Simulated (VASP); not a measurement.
Set up this calculation in VASP 6.6.1, as the native input.

```yaml
Task: single point
Functional: PBEsol
Potentials_or_basis: VASP PAW PBE potentials, release 64 (Pt, S)
Cutoff: 520 eV
k_mesh: 7 × 7 × 5
Occupations: fermi-dirac, width 0.05 eV
Spin: no spin polarisation
Dipole_correction: no
Further_INCAR_settings: ALGO = Normal; EDIFF = 1e-06; NBANDS = 18
```

The structure of PtS2 lies in POSCAR:

```
PtS2
1.0
    3.5432000000      0.0354320000      0.0000000000
   -1.7409149879      3.0507852107      0.0000000000
    0.0000000000      0.0000000000      5.0388000000
Pt S
1 2
Direct
    0.0000000000      0.0000000000      0.0000000000
    0.6666666667      0.3333333333      0.7730000000
    0.3333333333      0.6666666667      0.2270000000
```

The input as run:

INCAR

```
SYSTEM = PtS2
  PREC = Accurate
  ENCUT = 520
  EDIFF = 1E-6
  ISMEAR = -1
  SIGMA = 0.05
  LREAL = .False.
  LASPH = .True.
  NELM = 100
  ALGO = Normal
  ISIF = 2
  LWAVE = .False.
  LCHARG = .False.
  GGA = PS
  NBANDS = 18
```

KPOINTS

```
Automatic mesh
0
Gamma
  7 7 5
  0 0 0
```

Potentials or basis: VASP PAW PBE potentials, release 64 (Pt, S).

The run is started by

```sh
$ cat potpaw_PBE.64/Pt/POTCAR potpaw_PBE.64/S/POTCAR > POTCAR
$ mpirun -np 1 vasp_std > vasp.out
```

It gave:

```
Pressure               : 6.2 GPa
Largest force          : 0.953 eV/Å
Band gap on the k mesh : 0.70 eV, indirect (least direct gap 1.10 eV)
```

Caveat: the PAW data sets were made with another functional, which shifts forces and pressure a little; spin-orbit coupling is left out, which moves the levels of the heavy elements.

Wall time 110 s on 1 thread of Intel(R) Xeon(R) Platinum 8375C CPU @ 2.90GHz (Ice Lake), on a shared host, peak memory 0.26 GiB.
